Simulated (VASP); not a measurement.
Input of a VASP 6.6.1 run:

Contents of INCAR:

```
SYSTEM = NbTe6Mo2
  ALGO = Normal
  EDIFF = 1E-6
  ENCUT = 500
  GGA = PE
  GGA_COMPAT = .FALSE.
  ISIF = 2
  ISMEAR = 0
  ISPIN = 2
  LASPH = .TRUE.
  LCHARG = .FALSE.
  LMAXMIX = 4
  LORBIT = 11
  LREAL = .FALSE.
  LWAVE = .FALSE.
  MAGMOM = 1 0 0 0 0 0 0 1 1
  NBANDS = 52
  NELM = 200
  PREC = Accurate
  SIGMA = 0.1
```

File KPOINTS:

```
k-points
0
G
  3 3 2
  0 0 0
```

Contents of POSCAR:

```
NbTe6Mo2
1.0
    6.1804509419      0.0000000000      0.0000000000
   -3.0902254710      5.3524275225      0.0000000000
    0.0000000000      0.0000000000      7.7474699431
Nb Te Mo
1 6 2
Direct
    0.0000000000      0.0000000000      0.0000000000
    0.6625102125      0.0000000000      0.7610171840
    0.3374897875      0.3374897875      0.7610171840
    0.0000000000      0.6625102125      0.7610171840
    0.3374897875      0.0000000000      0.2389828160
    0.0000000000      0.3374897875      0.2389828160
    0.6625102125      0.6625102125      0.2389828160
    0.3333333333      0.6666666667      0.0000000000
    0.6666666667      0.3333333333      0.0000000000
```

Potentials or basis: VASP PAW PBE potentials, release 64 (Nb_sv, Te, Mo_sv).

The run is started by

```bash
$ cat potpaw_PBE.64/Nb_sv/POTCAR potpaw_PBE.64/Te/POTCAR potpaw_PBE.64/Mo_sv/POTCAR > POTCAR
$ mpirun -np 1 vasp_std > vasp.out
```

Question: Predict the largest force.

Answer: 0.009 eV/Å.

Question: Predict the pressure.

Answer: -0.1 GPa.

Question: What does it give for the net moment?

Answer: 0.00 μB per cell.

Stress tensor (GPa, compression positive):
```
-0.11  0.00  0.00
 0.00 -0.11  0.00
 0.00  0.00  0.07
```

Caveat: the k points lie up to 0.41 Å⁻¹ apart; this functional lacks dispersion, which binds layers or chains, so the pressure and a relaxed spacing across them are unreliable.
